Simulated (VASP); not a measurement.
**Br: relaxation of cell and atoms with PBE**

The system is Br.

```
Br
1.0
     6.35643    0.00000    0.00000
     0.00000    6.35643    0.00000
     0.00000    0.00000    6.35643
Br
8
Direct
  0.50000 0.50000 0.50000
  0.00000 0.00000 0.00000
  0.25000 0.00000 0.50000
  0.50000 0.25000 0.00000
  0.50000 0.75000 0.00000
  0.75000 0.00000 0.50000
  0.00000 0.50000 0.75000
  0.00000 0.50000 0.25000
```

```yaml
Program: VASP 6.6.1
Task: relaxation of cell and atoms
Functional: PBE
Potentials_or_basis: VASP PAW PBE potentials, release 64 (Br)
Cutoff: 600 eV
k_mesh: 6 × 6 × 6
Occupations: gaussian, width 0.1 eV
Spin: no spin polarisation
Dipole_correction: no
Further_INCAR_settings: ALGO = Normal; EDIFF = 1e-07; IBRION = 2; EDIFFG = -0.01; NSW = 100; ISIF = 3
```

| Item | Value |
| --- | --- |
| Relaxed volume | 26.50 Å³/atom |
| Relaxed cell | a = 5.963 Å, b = 5.963 Å, c = 5.963 Å, α = 90.00°, β = 90.00°, γ = 90.00° |
| Space group after relaxing (to 0.1 Å) | Pm-3n (No. 223) |
| Energy gained by relaxing | 72.6 meV/atom |
| Ionic steps | 5 |
| Pressure after relaxing | 0.0 GPa |
| Band gap on the k mesh | zero (bands 28 and 29 overlap by 0.81 eV) |

Step by step:
```tsv
step	energy change (eV)	largest force (eV/Å)	pressure (GPa)	volume (Å³)
1	0.0000	0.0000	-3.32	256.83
2	-0.4222	0.0000	-2.16	232.88
3	-0.5781	0.0000	-0.36	214.38
4	-0.5810	0.0000	0.07	211.15
5	-0.5811	0.0000	-0.04	212.00
```

Final structure:
```xyz
8
Lattice="5.9627 0.0000 0.0000 0.0000 5.9627 0.0000 0.0000 0.0000 5.9627" Properties=species:S:1:pos:R:3 pbc="T T T"
Br    2.9814    2.9814    2.9814
Br    0.0000    0.0000    0.0000
Br    1.4907    0.0000    2.9814
Br    2.9814    1.4907    0.0000
Br    2.9814    4.4721    0.0000
Br    4.4721    0.0000    2.9814
Br    0.0000    2.9814    4.4721
Br    0.0000    2.9814    1.4907
```

Levels at points of the mesh, in eV from the Fermi level:
```csv
k point,band 26,band 27,band 28,band 29,band 30,band 31
"(0.00, 0.00, 0.00)",-0.33,0.19,0.19,0.19,1.42,1.42
"(0.50, 0.00, 0.00)",-0.50,0.20,0.20,0.33,0.33,1.35
"(0.50, 0.50, 0.00)",-0.44,-0.43,-0.34,-0.29,0.32,0.32
"(0.50, 0.50, 0.50)",-0.91,-0.61,-0.61,-0.61,-0.61,-0.61
```

Wall time 6.7 min on 1 thread of Intel(R) Xeon(R) 6975P-C (Granite Rapids), on a shared host, peak memory 0.48 GiB.

Caveat: the volume moved by over 15 % at a fixed basis, so the end points are rough.
